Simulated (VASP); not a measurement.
# TaSi2 (P6/mmm) in VASP: notebook

Runs on TaSi2. Level: PBE. Tasks: single point, relaxation of cell and atoms.

All numbers are computed with VASP 6.6.1; they aren't measurements. Logs are shortened: lines on timing, memory, paths and dates and some standing lists are left out, and cuts for length are marked.

### 1 The cell of the first run

It takes space group P6/mmm (No. 191, hexagonal). Conventional cell: a = 4.331 Å, b = 4.331 Å, c = 2.709 Å, α = 90.00°, β = 90.00°, γ = 120.00°. Within 3.6 Å of Ta (site symmetry 6/mmm) lie 2 Ta at 2.71 Å and 12 Si at 2.84 Å. Within 3.3 Å of Si (site symmetry -6m2) lie 5 Si at 2.50 to 2.71 Å and 6 Ta at 2.84 Å.

### 2 Single point, PBE

INCAR reads:

```
PREC = Accurate
ENCUT = 520
EDIFF = 1E-7
ISMEAR = 0
SIGMA = 0.1
LREAL = False
LASPH = True
NELM = 100
ALGO = Normal
ISIF = 2
LWAVE = False
LCHARG = False
GGA = PE
NBANDS = 16
```

KPOINTS reads:

```
regular mesh
0
Gamma
  6 6 4
```

POSCAR reads:

```
TaSi2
1.0
    4.3311293382     -0.0000000040      0.0000000000
   -2.1655646656      3.7508680360      0.0000000000
    0.0000000000      0.0000000000      2.7086262175
Ta Si
1 2
Direct
    0.0000000000      0.0000000000      0.5000000000
    0.3333333333      0.6666666667      0.0000000000
    0.6666666667      0.3333333333      0.0000000000
```

Potentials or basis: VASP PAW PBE potentials, release 64 (Ta_pv, Si).

Launch:

```
cat potpaw_PBE.64/Ta_pv/POTCAR potpaw_PBE.64/Si/POTCAR > POTCAR
mpirun -np 1 vasp_std > vasp.out
```

OUTCAR:

```text
PREC = Accurate
   ENCUT = 520
   EDIFF = 1E-7
   ISMEAR = 0
   LREAL = False
   LASPH = True
   NELM = 100
   ISIF = 2
   GGA = PE

 ion  position               nearest neighbor table
   1  0.000  0.000  0.500-   2 2.84   3 2.84   2 2.84   3 2.84   3 2.84   3 2.84   2 2.84   2 2.84
                             3 2.84   3 2.84   2 2.84   2 2.84
   2  0.333  0.667  0.000-   3 2.50   3 2.50   3 2.50   1 2.84   1 2.84   1 2.84   1 2.84   1 2.84
                             1 2.84
   3  0.667  0.333  0.000-   2 2.50   2 2.50   2 2.50   1 2.84   1 2.84   1 2.84   1 2.84   1 2.84
                             1 2.84

  LATTYP: Found a hexagonal cell.
 ALAT       =     4.3311293382
 C/A-ratio  =     0.6253856687

  Lattice vectors:

 A1 = (   4.3311293382,  -0.0000000040,   0.0000000000)
 A2 = (  -2.1655646656,   3.7508680360,   0.0000000000)
 A3 = (   0.0000000000,   0.0000000000,   2.7086262175)

Analysis of symmetry for initial positions (statically):
=====================================================================
 Subroutine PRICEL returns:
 Original cell was already a primitive cell.

 Routine SETGRP: Setting up the symmetry group for a
 hexagonal supercell.

 Subroutine GETGRP returns: Found 24 space group operations
 (whereof 24 operations were pure point group operations)
 out of a pool of 24 trial point group operations.

The static configuration has the point symmetry D_6h.

Analysis of symmetry for dynamics (positions and initial velocities):
=====================================================================
 Subroutine PRICEL returns:
 Original cell was already a primitive cell.

 Routine SETGRP: Setting up the symmetry group for a
 hexagonal supercell.

 Subroutine GETGRP returns: Found 24 space group operations
 (whereof 24 operations were pure point group operations)
 out of a pool of 24 trial point group operations.

The dynamic configuration has the point symmetry D_6h.

 Subroutine INISYM returns: Found 24 space group operations
 (whereof 24 operations are pure point group operations),
 and found     1 'primitive' translations

----------------------------------------------------------------------------------------

                                     Primitive cell

  volume of cell :      44.0030

  direct lattice vectors                    reciprocal lattice vectors
     4.331129338 -0.000000004  0.000000000     0.230886663  0.133302477  0.000000000
    -2.165564666  3.750868036  0.000000000     0.000000000  0.266604954  0.000000000
     0.000000000  0.000000000  2.708626217     0.000000000  0.000000000  0.369190844

  length of vectors
     4.331129338  4.331129338  2.708626217     0.266604954  0.266604954  0.369190844

  position of ions in fractional coordinates (direct lattice)
     0.000000000  0.000000000  0.500000000
     0.333333333  0.666666667  0.000000000
     0.666666667  0.333333333  0.000000000

  ion indices of the primitive-cell ions
   primitive index   ion index
                 1           1
                 2           2
                 3           3

----------------------------------------------------------------------------------------

 KPOINTS: regular mesh

Automatic generation of k-mesh.
 Grid dimensions read from file:
 generate k-points for:    6    6    4

 Generating k-lattice:

  Cartesian coordinates                     Fractional coordinates (reciprocal lattice)
     0.038481111  0.022217079  0.000000000     0.166666667  0.000000000  0.000000000
     0.000000000  0.044434159  0.000000000    -0.000000000  0.166666667  0.000000000
     0.000000000  0.000000000  0.092297711     0.000000000  0.000000000  0.250000000

  Length of vectors
     0.044434159  0.044434159  0.092297711

  Shift w.r.t. Gamma in fractional coordinates (k-lattice)
     0.000000000  0.000000000  0.000000000

 Subroutine IBZKPT returns following result:
 ===========================================

 Found     21 irreducible k-points:

 Following reciprocal coordinates:
            Coordinates               Weight
  0.000000  0.000000  0.000000      1.000000
  0.166667  0.000000  0.000000      6.000000
  0.333333  0.000000  0.000000      6.000000
  0.500000  0.000000  0.000000      3.000000
  0.166667  0.166667  0.000000      6.000000
  0.333333  0.166667  0.000000     12.000000
[... 13 lines left out ...]
  0.333333  0.166667  0.500000     12.000000
  0.333333  0.333333  0.500000      2.000000
   k-points           NKPTS =     21   k-points in BZ     NKDIM =     21   number of bands    NBANDS=     16
   number of dos      NEDOS =    301   number of ions     NIONS =      3
   total plane-waves  NPLWV =  20480
   dimension x,y,z NGX =    32 NGY =   32 NGZ =   20
   dimension x,y,z NGXF=    64 NGYF=   64 NGZF=   40
   ions per type =               1   2
   NGX,Y,Z   is equivalent  to a cutoff of  12.28, 12.28, 12.28 a.u.
   NGXF,Y,Z  is equivalent  to a cutoff of  24.57, 24.57, 24.55 a.u.
 SYSTEM =  unknown system
   PREC   = accura    normal or accurate (medium, high low for compatibility)
   ISTART =      0    job   : 0-new  1-cont  2-samecut
   ICHARG =      2    charge: 1-file 2-atom 10-const
   ISPIN  =      1    spin polarized calculation?
   LNONCOLLINEAR =      F non collinear calculations
   LSORBIT =      F    spin-orbit coupling
   LASPH  =      T    aspherical Exc in radial PAW
   ENCUT  =  520.0 eV  38.22 Ry    6.18 a.u.   8.05  8.05  5.04*2*pi/ulx,y,z
   NELM   =    100;   NELMIN=  2; NELMDL= -5     # of ELM steps
   EDIFF  = 0.1E-06   stopping-criterion for ELM
   LREAL  =      F    real-space projection
   EDIFFG = 0.1E-05   stopping-criterion for IOM
   NSW    =      0    number of steps for IOM
   IBRION =     -1    ionic relax: 0-MD 1-quasi-New 2-CG
   NFREE  =      0    steps in history (QN), initial steepest desc. (CG)
   ISIF   =      2    stress and relaxation
   ISYM   =      2    0-nonsym 1-usesym 2-fastsym
   POTIM  = 0.5000    time-step for ionic-motion
   TEBEG  =    0.0;   TEEND  =   0.0 temperature during run
   PSTRESS=    0.0 pullay stress
   NELECT =      19.0000    total number of electrons
   NUPDOWN=      -1.0000    fix difference up-down
   EMIN   =  10.00;   EMAX   =-10.00  energy-range for DOS
   EFERMI =   0.00;   METHOD = LEGACY
   ISMEAR =     0;   SIGMA  =   0.10  broadening in eV -4-tet -1-fermi 0-gaus
   EFERMI_NEDOS =   21; number of points for ismear=-14 and -15
   IALGO  =     38    algorithm
   IMIX   =      4    mixing-type and parameters
     AMIX     =   0.40;   BMIX     =  1.00
     AMIX_MAG =   1.60;   BMIX_MAG =  1.00
  volume/ion in A,a.u.               =      14.67        98.98
  Fermi-wavevector in a.u.,A,eV,Ry     =   1.237367  2.338285 20.831584  1.531078
  Thomas-Fermi vector in A             =   2.371938
   LORBIT       =      0    0 simple, 1 ext, 2 COOP (PROOUT), +10 PAW based schemes
   GGA     = PE    functional components
   LHFCALC =     F    Hartree Fock is set to
   AEXX    =    0.0000 exact exchange contribution
   IVDW    =     0    specifies the selected vdW correction
   LEPSILON=     F    determine dielectric tensor
   LRPA    =     F    only Hartree local field effects (RPA)
 non-spin polarized calculation
 Gauss-broadening in eV      SIGMA  =   0.10
  energy-cutoff  :      520.00
  volume of cell :       44.00
 maximum number of plane-waves:      1200
   NGX = 17   NGY = 17   NGZ = 11

 number of electron      19.0000002 magnetization

 Free energy of the ion-electron system (eV)
  ---------------------------------------------------
  ext. energy  EPLUGINS =         0.00000000
  ---------------------------------------------------
  free energy    TOTEN  =       -22.60268804 eV

  energy without entropy =      -22.58971044  energy(sigma->0) =      -22.59619924

 E-fermi :   9.4659     XC(G=0): -12.0233

 val. band max:        9.4582564716   @ k =   0.3333   0.0000   0.5000
 cond. band min:       9.4735618935   @ k =   0.3333   0.1667   0.2500
 fundamental gap:      0.0153054219
 Fermi energy:         9.4659119136

 k-point     1 :       0.0000    0.0000    0.0000
  band No.  band energies     occupation
      1     -25.1888      2.00000
      2     -25.1888      2.00000
      3     -24.5082      2.00000
      4      -4.1138      2.00000
      5       3.6274      2.00000
      6       3.6274      2.00000
[... 8 lines left out ...]
     15      14.3097      0.00000
     16      15.7944      0.00000

 k-point     2 :       0.1667    0.0000    0.0000
  band No.  band energies     occupation
      1     -25.1950      2.00000
      2     -25.1903      2.00000
      3     -24.5080      2.00000
      4      -3.7846      2.00000
      5       1.9934      2.00000
      6       3.7610      2.00000
[... 8 lines left out ...]
     15      15.1254      0.00000
     16      16.7168      0.00000

 k-point     3 :       0.3333    0.0000    0.0000
  band No.  band energies     occupation
      1     -25.2073      2.00000
      2     -25.1931      2.00000
      3     -24.5075      2.00000
      4      -2.8537      2.00000
      5       0.2206      2.00000
      6       4.0546      2.00000
[... 8 lines left out ...]
     15      16.0123      0.00000
     16      16.4010      0.00000

 k-point     4 :       0.5000    0.0000    0.0000
  band No.  band energies     occupation
      1     -25.2134      2.00000
      2     -25.1945      2.00000
      3     -24.5073      2.00000
      4      -1.7033      2.00000
      5      -1.1674      2.00000
      6       4.0039      2.00000
[... 8 lines left out ...]
     15      15.5021      0.00000
     16      16.9495      0.00000

 k-point     5 :       0.1667    0.1667    0.0000
  band No.  band energies     occupation
      1     -25.2030      2.00000
      2     -25.1936      2.00000
      3     -24.5077      2.00000
      4      -3.1543      2.00000
      5       0.8003      2.00000
      6       3.2869      2.00000
[... 8 lines left out ...]
     15      16.1703      0.00000
     16      16.1713      0.00000

 k-point     6 :       0.3333    0.1667    0.0000
  band No.  band energies     occupation
      1     -25.2102      2.00000
      2     -25.1977      2.00000
      3     -24.5073      2.00000
      4      -2.0302      2.00000
      5      -0.5252      2.00000
      6       2.4437      2.00000
[... 8 lines left out ...]
     15      17.0117      0.00000
     16      17.3206      0.00000

 k-point     7 :       0.3333    0.3333    0.0000
  band No.  band energies     occupation
      1     -25.2059      2.00000
      2     -25.2059      2.00000
      3     -24.5072      2.00000
      4      -1.0979      2.00000
      5      -1.0979      2.00000
      6       1.4159      2.00000
[... 8 lines left out ...]
     15      16.5238      0.00000
     16      18.2195      0.00000

 k-point     8 :       0.0000    0.0000    0.2500
  band No.  band energies     occupation
      1     -25.1831      2.00000
      2     -25.1084      2.00000
      3     -25.1084      2.00000
      4      -2.7826      2.00000
      5       4.7555      2.00000
      6       4.7555      2.00000
[... 8 lines left out ...]
     15      14.2039      0.00000
     16      14.9751      0.00000

 k-point     9 :       0.1667    0.0000    0.2500
  band No.  band energies     occupation
      1     -25.1824      2.00000
      2     -25.1135      2.00000
      3     -25.1096      2.00000
      4      -2.4954      2.00000
      5       3.0893      2.00000
      6       4.6442      2.00000
[... 8 lines left out ...]
     15      14.0037      0.00000
     16      15.6264      0.00000
[... 115 lines left out ...]
 k-point    16 :       0.1667    0.0000    0.5000
  band No.  band energies     occupation
      1     -25.8011      2.00000
      2     -25.0306      2.00000
      3     -25.0275      2.00000
      4       0.3177      2.00000
      5       2.0827      2.00000
      6       5.0694      2.00000
[... 8 lines left out ...]
     15      15.2162      0.00000
     16      15.9402      0.00000

 k-point    17 :       0.3333    0.0000    0.5000
  band No.  band energies     occupation
      1     -25.7988      2.00000
      2     -25.0386      2.00000
      3     -25.0296      2.00000
      4       0.4863      2.00000
      5       3.0215      2.00000
      6       3.8651      2.00000
[... 8 lines left out ...]
     15      13.3534      0.00000
     16      14.9418      0.00000

 k-point    18 :       0.5000    0.0000    0.5000
  band No.  band energies     occupation
      1     -25.7977      2.00000
      2     -25.0427      2.00000
      3     -25.0306      2.00000
      4       0.6209      2.00000
      5       3.3007      2.00000
      6       4.2292      2.00000
[... 8 lines left out ...]
     15      14.6493      0.00000
     16      15.7183      0.00000

 k-point    19 :       0.1667    0.1667    0.5000
  band No.  band energies     occupation
      1     -25.7994      2.00000
      2     -25.0359      2.00000
      3     -25.0298      2.00000
      4       0.4535      2.00000
      5       2.7258      2.00000
      6       3.6895      2.00000
[... 8 lines left out ...]
     15      13.9838      0.00000
     16      14.4490      0.00000

 k-point    20 :       0.3333    0.1667    0.5000
  band No.  band energies     occupation
      1     -25.7977      2.00000
      2     -25.0406      2.00000
      3     -25.0327      2.00000
      4       0.7450      2.00000
      5       2.5717      2.00000
      6       3.8092      2.00000
[... 8 lines left out ...]
     15      15.4906      0.00000
     16      15.9004      0.00000

 k-point    21 :       0.3333    0.3333    0.5000
  band No.  band energies     occupation
      1     -25.7971      2.00000
      2     -25.0379      2.00000
      3     -25.0379      2.00000
      4       1.4262      2.00000
      5       1.4262      2.00000
      6       4.5259      2.00000
[... 8 lines left out ...]
     15      16.0073      0.00000
     16      16.0073      0.00000

------------------------ aborting loop because EDIFF is reached ----------------------------------------

  FORCE on cell =-STRESS in cart. coord.  units (eV):
  Direction    XX          YY          ZZ          XY          YZ          ZX
  --------------------------------------------------------------------------------------
  -------------------------------------------------------------------------------------
  Total        0.0695692      0.0695692     -0.0133310      0.0000000      0.0000000      0.0000000
  in kB        2.5330599      2.5330599     -0.4853909      0.0000000      0.0000000      0.0000000
  external PRESSURE =       1.5269096 kB  Pullay stress =       0.0000000 kB

 VOLUME and BASIS-vectors are now :
 -----------------------------------------------------------------------------
  energy-cutoff  :      520.00
  volume of cell :       44.00
      direct lattice vectors                 reciprocal lattice vectors
     4.331129338 -0.000000004  0.000000000     0.230886663  0.133302477  0.000000000
    -2.165564666  3.750868036  0.000000000     0.000000000  0.266604954  0.000000000
     0.000000000  0.000000000  2.708626217     0.000000000  0.000000000  0.369190844

 POSITION                                       TOTAL-FORCE (eV/Angst)
 -----------------------------------------------------------------------------------
      0.00000      0.00000      1.35431         0.000000      0.000000      0.000000
      0.00000      2.50058      0.00000         0.000000      0.000000     -0.000000
      2.16556      1.25029      0.00000        -0.000000      0.000000      0.000000
 -----------------------------------------------------------------------------------
    total drift:                                0.000000     -0.000000     -0.000000

  FREE ENERGIE OF THE ION-ELECTRON SYSTEM (eV)
  ---------------------------------------------------
  free  energy   TOTEN  =       -22.6026880422 eV

  energy  without entropy=      -22.5897104400  energy(sigma->0) =      -22.59619924
```

Wall time 7.4 s (1 thread of Intel Xeon Platinum 8488C (Sapphire Rapids), shared host); peak memory 0.16 GiB.

Results:

```
Free energy : -22.6027 eV
Pressure    : 0.2 GPa
```

Caveat: the k points lie up to 0.58 Å⁻¹ apart; spin-orbit coupling is left out, which moves the levels of the heavy elements.

### 3 Single point, PBE

This run uses another cell than the first one, of 18.54 Å³/atom, 1.264 times its volume.

INCAR reads:

```
SYSTEM = TaSi2
ALGO = Normal
EDIFF = 1E-7
ENCUT = 520
GGA = PE
ISIF = 2
ISMEAR = 0
LASPH = .True.
LCHARG = .False.
LREAL = .False.
LWAVE = .False.
NBANDS = 16
NELM = 100
PREC = Accurate
SIGMA = 0.1
```

KPOINTS reads:

```
k-points
0
Gamma
  6 6 4
  0 0 0
```

POSCAR reads:

```
TaSi2
1.0
    3.1162687500      0.0000000000      0.0000000000
   -1.5581343700      2.6987679000      0.0000000000
    0.0000000000      0.0000000000      6.6151951800
Ta Si
1 2
Direct
    0.0000000000      0.0000000000      0.5000000000
    0.3333333300      0.6666666700      0.0000000000
    0.6666666700      0.3333333300      0.0000000000
```

Potentials or basis: VASP PAW PBE potentials, release 64 (Ta_pv, Si).

Launch:

```
cat potpaw_PBE.64/Ta_pv/POTCAR potpaw_PBE.64/Si/POTCAR > POTCAR
mpirun -np 1 vasp_std > vasp.out
```

Wall time 14 s (1 thread of Intel Xeon Platinum 8488C (Sapphire Rapids), shared host); peak memory 0.17 GiB.

Results (log left out):

| Item | Value |
| --- | --- |
| Free energy | -11.2397 eV |
| Pressure | 64.4 GPa |

Stress tensor (GPa, compression positive):
```
105.34   0.00   0.00
  0.00 105.34   0.00
  0.00   0.00 -17.42
```

Levels at points of the mesh, in eV from the Fermi level:
| k point | band 6 | band 7 | band 8 | band 9 | band 10 | band 11 | band 12 | band 13 |
| --- | --- | --- | --- | --- | --- | --- | --- | --- |
| (0.00, 0.00, 0.00) | -5.48 | -0.67 | -0.32 | -0.32 | 0.68 | 0.68 | 2.82 | 2.82 |
| (0.50, 0.00, 0.00) | -3.00 | -2.77 | -2.71 | -0.50 | 0.73 | 0.77 | 1.40 | 1.92 |
| (0.00, 0.00, 0.50) | -4.02 | -0.30 | -0.30 | 0.18 | 0.64 | 0.64 | 1.42 | 2.68 |
| (0.50, 0.00, 0.50) | -3.06 | -2.73 | -2.24 | -1.25 | -0.99 | 1.77 | 2.07 | 2.87 |

Caveat: the k points lie up to 0.39 Å⁻¹ apart; spin-orbit coupling is left out, which moves the levels of the heavy elements.

(Part 1 of 2 ends here.)
